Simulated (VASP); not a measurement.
# Na (P6_3/mmc) in VASP: further runs, part 2 of 2

VASP 6.6.1.

## 4. Single point, LDA

This run uses another cell than the first one, of 18.88 Å³/atom, 1.389 times its volume.

Contents of INCAR:

```
SYSTEM = Na
ALGO = Normal
EDIFF = 1E-6
ENCUT = 520
GGA = CA
ISIF = 2
ISMEAR = 1
LASPH = .True.
LCHARG = .True.
LELF = .True.
LREAL = .False.
LVHAR = .True.
LWAVE = .False.
NBANDS = 14
NELM = 100
PREC = Accurate
SIGMA = 0.05
```

Contents of KPOINTS:

```
k-points
0
Gamma
  5 5 3
  0 0 0
```

Contents of POSCAR:

```
Na
1.0
    2.9836966426      0.0000000000      0.0000000000
   -1.4918483213      2.5839570897      0.0000000000
    0.0000000000      0.0000000000      4.8986892698
Na
2
Direct
    0.3333333333      0.6666666667      0.2500000000
    0.6666666667      0.3333333333      0.7500000000
```

Potentials or basis: VASP PAW LDA potentials, release 64 (Na_pv).

On the command line:

```bash
$ cat potpaw_LDA.64/Na_pv/POTCAR > POTCAR
$ mpirun -np 1 vasp_std > vasp.out
```

OUTCAR:

```text
SYSTEM = Na
   EDIFF = 1E-6
   ENCUT = 520
   GGA = CA
   ISIF = 2
   ISMEAR = 1
   LASPH = .True.
   LREAL = .False.
   NELM = 100
   PREC = Accurate

 ion  position               nearest neighbor table
   1  0.333  0.667  0.250-
   2  0.667  0.333  0.750-

  LATTYP: Found a hexagonal cell.
 ALAT       =     2.9836966426
 C/A-ratio  =     1.6418188095

  Lattice vectors:

 A1 = (   2.9836966426,   0.0000000000,   0.0000000000)
 A2 = (  -1.4918483213,   2.5839570897,   0.0000000000)
 A3 = (   0.0000000000,   0.0000000000,   4.8986892698)

Analysis of symmetry for initial positions (statically):
=====================================================================
 Subroutine PRICEL returns:
 Original cell was already a primitive cell.

 Routine SETGRP: Setting up the symmetry group for a
 hexagonal supercell.

 Subroutine GETGRP returns: Found 24 space group operations
 (whereof 12 operations were pure point group operations)
 out of a pool of 24 trial point group operations.

The static configuration has the point symmetry D_3d.
 The point group associated with its full space group is D_6h.

Analysis of symmetry for dynamics (positions and initial velocities):
=====================================================================
 Subroutine PRICEL returns:
 Original cell was already a primitive cell.

 Routine SETGRP: Setting up the symmetry group for a
 hexagonal supercell.

 Subroutine GETGRP returns: Found 24 space group operations
 (whereof 12 operations were pure point group operations)
 out of a pool of 24 trial point group operations.

The dynamic configuration has the point symmetry D_3d.
 The point group associated with its full space group is D_6h.

 Subroutine INISYM returns: Found 24 space group operations
 (whereof 12 operations are pure point group operations),
 and found     1 'primitive' translations

----------------------------------------------------------------------------------------

                                     Primitive cell

  volume of cell :      37.7676

  direct lattice vectors                    reciprocal lattice vectors
     2.983696643  0.000000000  0.000000000     0.335154716  0.193501665  0.000000000
    -1.491848321  2.583957090  0.000000000     0.000000000  0.387003331  0.000000000
     0.000000000  0.000000000  4.898689270     0.000000000  0.000000000  0.204136238

  length of vectors
     2.983696643  2.983696643  4.898689270     0.387003331  0.387003331  0.204136238

  position of ions in fractional coordinates (direct lattice)
     0.333333333  0.666666667  0.250000000
     0.666666667  0.333333333  0.750000000

  ion indices of the primitive-cell ions
   primitive index   ion index
                 1           1
                 2           2

----------------------------------------------------------------------------------------

 KPOINTS: k-points

Automatic generation of k-mesh.
 Grid dimensions read from file:
 generate k-points for:    5    5    3

 Generating k-lattice:

[... 25 lines left out ...]
  0.400000  0.000000  0.333333     12.000000
  0.200000  0.200000  0.333333     12.000000
  0.400000  0.200000  0.333333     12.000000
   k-points           NKPTS =     10   k-points in BZ     NKDIM =     10   number of bands    NBANDS=     14
   number of dos      NEDOS =    301   number of ions     NIONS =      2
   total plane-waves  NPLWV =  20736
   dimension x,y,z NGX =    24 NGY =   24 NGZ =   36
   dimension x,y,z NGXF=    48 NGYF=   48 NGZF=   72
   ions per type =               2
   NGX,Y,Z   is equivalent  to a cutoff of  13.37, 13.37, 12.22 a.u.
   NGXF,Y,Z  is equivalent  to a cutoff of  26.74, 26.74, 24.43 a.u.
 SYSTEM =  Na
   PREC   = accura    normal or accurate (medium, high low for compatibility)
   ISTART =      0    job   : 0-new  1-cont  2-samecut
   ICHARG =      2    charge: 1-file 2-atom 10-const
   ISPIN  =      1    spin polarized calculation?
   LNONCOLLINEAR =      F non collinear calculations
   LSORBIT =      F    spin-orbit coupling
   LASPH  =      T    aspherical Exc in radial PAW
   ENCUT  =  520.0 eV  38.22 Ry    6.18 a.u.   5.55  5.55  9.11*2*pi/ulx,y,z
   NELM   =    100;   NELMIN=  2; NELMDL= -5     # of ELM steps
   EDIFF  = 0.1E-05   stopping-criterion for ELM
   LREAL  =      F    real-space projection
   EDIFFG = 0.1E-04   stopping-criterion for IOM
   NSW    =      0    number of steps for IOM
   IBRION =     -1    ionic relax: 0-MD 1-quasi-New 2-CG
   NFREE  =      0    steps in history (QN), initial steepest desc. (CG)
   ISIF   =      2    stress and relaxation
   ISYM   =      2    0-nonsym 1-usesym 2-fastsym
   POTIM  = 0.5000    time-step for ionic-motion
   TEBEG  =    0.0;   TEEND  =   0.0 temperature during run
   PSTRESS=    0.0 pullay stress
   NELECT =      14.0000    total number of electrons
   NUPDOWN=      -1.0000    fix difference up-down
   EMIN   =  10.00;   EMAX   =-10.00  energy-range for DOS
   EFERMI =   0.00;   METHOD = LEGACY
   ISMEAR =     1;   SIGMA  =   0.05  broadening in eV -4-tet -1-fermi 0-gaus
   EFERMI_NEDOS =   21; number of points for ismear=-14 and -15
   IALGO  =     38    algorithm
   IMIX   =      4    mixing-type and parameters
     AMIX     =   0.40;   BMIX     =  1.00
     AMIX_MAG =   1.60;   BMIX_MAG =  1.00
  volume/ion in A,a.u.               =      18.88       127.43
  Fermi-wavevector in a.u.,A,eV,Ry     =   1.176010  2.222336 18.816840  1.382999
  Thomas-Fermi vector in A             =   2.312381
   LORBIT       =      0    0 simple, 1 ext, 2 COOP (PROOUT), +10 PAW based schemes
   GGA     = CA    functional components
   LHFCALC =     F    Hartree Fock is set to
   AEXX    =    0.0000 exact exchange contribution
   IVDW    =     0    specifies the selected vdW correction
   LEPSILON=     F    determine dielectric tensor
   LRPA    =     F    only Hartree local field effects (RPA)
 non-spin polarized calculation
 Methfessel and Paxton  Order N= 1 SIGMA  =   0.05
  energy-cutoff  :      520.00
  volume of cell :       37.77
 maximum number of plane-waves:      1039
 NGX is ok and might be reduce to    24
   NGX = 11   NGY = 11   NGZ = 19

 number of electron      14.0000014 magnetization

 Free energy of the ion-electron system (eV)
  ---------------------------------------------------
  ext. energy  EPLUGINS =         0.00000000
  ---------------------------------------------------
  free energy    TOTEN  =        -2.12770564 eV

  energy without entropy =       -2.12571439  energy(sigma->0) =       -2.12704189

 E-fermi :   3.3110     XC(G=0):  -8.9642

 val. band max:        2.2443386723   @ k =   0.4000   0.0000   0.3333
 cond. band min:       3.3211182403   @ k =   0.2000   0.2000   0.3333
 fundamental gap:      1.0767795679
 Fermi energy:         3.3110481662

 k-point     1 :       0.0000    0.0000    0.0000
  band No.  band energies     occupation
      1     -22.1775      2.00000
      2     -21.8940      2.00000
      3     -21.8940      2.00000
      4     -21.8583      2.00000
      5     -21.8572      2.00000
      6     -21.8572      2.00000
      7      -2.0603      2.00000
      8       3.6508     -0.00000
      9       4.5924      0.00000
     10      17.1952      0.00000
     11      17.1952      0.00000
     12      17.7242      0.00000
     13      18.5587      0.00000
     14      18.5587      0.00000
[... 139 lines left out ...]
      1     -22.1367      2.00000
      2     -22.1129      2.00000
      3     -22.0204      2.00000
      4     -21.9811      2.00000
      5     -21.9356      2.00000
      6     -21.9106      2.00000
      7       4.3702      0.00000
      8       4.9144      0.00000
      9       6.2857      0.00000
     10       6.7020      0.00000
     11       9.2346      0.00000
     12      10.8266      0.00000
     13      13.9692      0.00000
     14      15.8451      0.00000

------------------------ aborting loop because EDIFF is reached ----------------------------------------

  FORCE on cell =-STRESS in cart. coord.  units (eV):
  Direction    XX          YY          ZZ          XY          YZ          ZX
  --------------------------------------------------------------------------------------
  -------------------------------------------------------------------------------------
  Total        3.5168473      3.5168473      3.5180693     -0.0000000      0.0000000     -0.0000000
  in kB      149.1915547    149.1915547    149.2433947     -0.0000000      0.0000000     -0.0000000
  external PRESSURE =     149.2088347 kB  Pullay stress =       0.0000000 kB

 VOLUME and BASIS-vectors are now :
 -----------------------------------------------------------------------------
  energy-cutoff  :      520.00
  volume of cell :       37.77
      direct lattice vectors                 reciprocal lattice vectors
     2.983696643  0.000000000  0.000000000     0.335154716  0.193501665  0.000000000
    -1.491848321  2.583957090  0.000000000     0.000000000  0.387003331  0.000000000
     0.000000000  0.000000000  4.898689270     0.000000000  0.000000000  0.204136238

 POSITION                                       TOTAL-FORCE (eV/Angst)
 -----------------------------------------------------------------------------------
     -0.00000      1.72264      1.22467         0.000000     -0.000000      0.000000
      1.49185      0.86132      3.67402        -0.000000      0.000000     -0.000000
 -----------------------------------------------------------------------------------
    total drift:                               -0.000000      0.000000      0.000000

  FREE ENERGIE OF THE ION-ELECTRON SYSTEM (eV)
  ---------------------------------------------------
  free  energy   TOTEN  =        -2.1277056424 eV

  energy  without entropy=       -2.1257143945  energy(sigma->0) =       -2.12704189
```

OSZICAR:

```text
N       E                     dE             d eps       ncg     rms          rms(c)
DAV:   1     0.111413142525E+03    0.11141E+03   -0.77318E+03   280   0.119E+03
DAV:   2     0.169327467752E+01   -0.10972E+03   -0.10780E+03   280   0.322E+02
DAV:   3    -0.211313320629E+01   -0.38064E+01   -0.38032E+01   376   0.624E+01
DAV:   4    -0.215027031292E+01   -0.37137E-01   -0.37136E-01   316   0.700E+00
DAV:   5    -0.215083733100E+01   -0.56702E-03   -0.56701E-03   346   0.826E-01    0.598E-01
DAV:   6    -0.213669328789E+01    0.14144E-01   -0.21781E-03   340   0.768E-01    0.366E-01
DAV:   7    -0.212776571283E+01    0.89276E-02   -0.29545E-03   400   0.757E-01    0.378E-02
DAV:   8    -0.212770469781E+01    0.61015E-04   -0.30973E-04   370   0.299E-01    0.469E-03
DAV:   9    -0.212770564242E+01   -0.94461E-06   -0.32064E-06   320   0.238E-02
   1 F= -.21277056E+01 E0= -.21270419E+01  d E =-.199125E-02
```

Run time: 8.3 s. Hardware: 1 thread of AMD EPYC 7R43 (Zen 3), shared host; peak memory 0.09 GiB.

Results:

* Free energy: -2.1277 eV
* Pressure: 14.9 GPa
* Band gap on the k mesh: zero (band 7 reaches 4.37 eV, above the bottom of band 8 at 0.80 eV)

Caveat: the k points lie up to 0.49 Å⁻¹ apart.

## 5. Single point, LDA

This run uses another cell than the first one, of 33.13 Å³/atom, 2.436 times its volume.

Contents of INCAR:

```
SYSTEM = Na
ALGO     = Normal         ! electronic algorithm
EDIFF    = 1E-6           ! SCF threshold, eV
ENCUT    = 520            ! plane-wave cutoff, eV
ISIF     = 2              ! what is computed and relaxed
ISMEAR   = 1              ! smearing method
LASPH    = .TRUE.         ! aspherical terms in the spheres
LCHARG   = .FALSE.        ! write CHGCAR
LREAL    = .FALSE.        ! projectors in reciprocal space
LWAVE    = .FALSE.        ! write WAVECAR
NBANDS   = 14             ! bands
NELM     = 100            ! most SCF steps
PREC     = Accurate       ! precision mode
SIGMA    = 0.05           ! smearing width, eV
```

Contents of KPOINTS:

```
k-points
0
G
  5 5 3
  0 0 0
```

Contents of POSCAR:

```
Na
1.0
    3.5986318161      0.0000000000      0.0000000000
   -1.7993159081      3.1165065716      0.0000000000
    0.0000000000      0.0000000000      5.9073372910
Na
2
Direct
    0.3333333333      0.6666666667      0.2500000000
    0.6666666667      0.3333333333      0.7500000000
```

Potentials or basis: VASP PAW LDA potentials, release 64 (Na_pv).

On the command line:

```bash
$ cat potpaw_LDA.64/Na_pv/POTCAR > POTCAR
$ mpirun -np 1 vasp_std > vasp.out
```

OUTCAR:

```text
SYSTEM = Na
   EDIFF = 1E-6
   ENCUT = 520
   ISIF = 2
   ISMEAR = 1
   LASPH = .TRUE.
   LREAL = .FALSE.
   NELM = 100
   PREC = Accurate

 ion  position               nearest neighbor table
   1  0.333  0.667  0.250-
   2  0.667  0.333  0.750-

  LATTYP: Found a hexagonal cell.
 ALAT       =     3.5986318161
 C/A-ratio  =     1.6415508985

  Lattice vectors:

 A1 = (   3.5986318161,   0.0000000000,   0.0000000000)
 A2 = (  -1.7993159081,   3.1165065716,   0.0000000000)
[... 341 lines left out ...]
------------------------ aborting loop because EDIFF is reached ----------------------------------------

  FORCE on cell =-STRESS in cart. coord.  units (eV):
  Direction    XX          YY          ZZ          XY          YZ          ZX
  --------------------------------------------------------------------------------------
  -------------------------------------------------------------------------------------
  Total       -0.0007163     -0.0007163     -0.0066484      0.0000000     -0.0000000     -0.0000000
  in kB       -0.0173226     -0.0173226     -0.1607799      0.0000000     -0.0000000     -0.0000000
  external PRESSURE =      -0.0651417 kB  Pullay stress =       0.0000000 kB

 VOLUME and BASIS-vectors are now :
 -----------------------------------------------------------------------------
  energy-cutoff  :      520.00
  volume of cell :       66.25
      direct lattice vectors                 reciprocal lattice vectors
     3.598631816  0.000000000  0.000000000     0.277883388  0.160436049  0.000000000
    -1.799315908  3.116506572  0.000000000     0.000000000  0.320872097  0.000000000
     0.000000000  0.000000000  5.907337291     0.000000000  0.000000000  0.169281006

 POSITION                                       TOTAL-FORCE (eV/Angst)
 -----------------------------------------------------------------------------------
     -0.00000      2.07767      1.47683        -0.000000      0.000000      0.000000
      1.79932      1.03884      4.43050         0.000000     -0.000000      0.000000
 -----------------------------------------------------------------------------------
    total drift:                                0.000000     -0.000000      0.000000

  FREE ENERGIE OF THE ION-ELECTRON SYSTEM (eV)
  ---------------------------------------------------
  free  energy   TOTEN  =        -2.9724472796 eV

  energy  without entropy=       -2.9704560316  energy(sigma->0) =       -2.97178353
```

OSZICAR:

```text
N       E                     dE             d eps       ncg     rms          rms(c)
DAV:   1     0.101630584764E+03    0.10163E+03   -0.78767E+03   280   0.101E+03
DAV:   2     0.737982040111E+00   -0.10089E+03   -0.99874E+02   286   0.283E+02
DAV:   3    -0.292621032437E+01   -0.36642E+01   -0.36611E+01   364   0.599E+01
DAV:   4    -0.297590372750E+01   -0.49693E-01   -0.49688E-01   346   0.761E+00
DAV:   5    -0.297697618037E+01   -0.10725E-02   -0.10724E-02   334   0.110E+00    0.291E-01
DAV:   6    -0.297413369550E+01    0.28425E-02   -0.14895E-03   334   0.544E-01    0.189E-01
DAV:   7    -0.297247588031E+01    0.16578E-02   -0.19762E-03   322   0.531E-01    0.310E-02
DAV:   8    -0.297244679575E+01    0.29085E-04   -0.22367E-04   358   0.253E-01    0.407E-03
DAV:   9    -0.297244727961E+01   -0.48385E-06   -0.37628E-06   322   0.289E-02
   1 F= -.29724473E+01 E0= -.29717835E+01  d E =-.199125E-02
```

It took 9.5 s on 1 thread of AMD EPYC 7R43 (Zen 3), shared host; peak memory 0.11 GiB.

Results:

| Property | Result |
| --- | --- |
| Free energy | -2.9724 eV |
| Pressure | 0.0 GPa |
| Band gap on the k mesh | zero (band 7 reaches 1.62 eV, above the bottom of band 8 at -1.09 eV) |

Caveat: the k points lie up to 0.40 Å⁻¹ apart.

## 6. Summary

| cell | gap on the mesh (eV) | pressure (GPa) |
| --- | --- | --- |
| a = 2.673, b = 2.673, c = 4.394 Å, angles 90.0, 90.0, 120.0°, 2 atoms | none | 45.2 |
| a = 2.790, b = 2.790, c = 4.584 Å, angles 90.0, 90.0, 120.0°, 2 atoms | none | 30.1 |
| a = 2.984, b = 2.984, c = 4.899 Å, angles 90.0, 90.0, 120.0°, 2 atoms | none | 14.9 |
| a = 3.599, b = 3.599, c = 5.907 Å, angles 90.0, 90.0, 120.0°, 2 atoms | none | 0.0 |

Alike in all rows: task single point; level LDA; potentials or basis VASP PAW LDA potentials, release 64 (Na_pv); no spin polarisation; k mesh 5 × 5 × 3; cutoff (eV) 520; smearing methfessel-paxton 0.05 eV.

Caveats: all runs use coarse meshes.

Total energies depend on the potentials used, so only differences within one code and one set of settings carry meaning.
